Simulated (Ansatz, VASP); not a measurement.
# One calculation of V, two programs

```
CELL_PARAMETERS angstrom
2.32740 0.00000 0.00000
0.00000 2.32740 0.00000
0.00000 0.00000 2.32740
ATOMIC_POSITIONS crystal
V 0.00000 0.00000 0.00000
```

Alike in both runs: task single point; functional r2SCAN; k mesh 14 × 14 × 14; occupations fermi-dirac, width 0.1 eV; no spin polarisation.

|  | VASP | Ansatz |
| --- | --- | --- |
| version | VASP 6.6.1 | Ansatz 0.2.0 |
| potentials or method | VASP PAW PBE potentials, release 64 (V_sv), cutoff 520 eV | plane waves (500 eV) with PAW, scalar-relativistic |
| valence electrons in the cell | 13 | 13 |

```csv
,VASP,Ansatz,Ansatz less VASP
pressure (GPa),25.4,23.8,-1.64
```

VASP's potentials were made for PBE, not for r2SCAN.
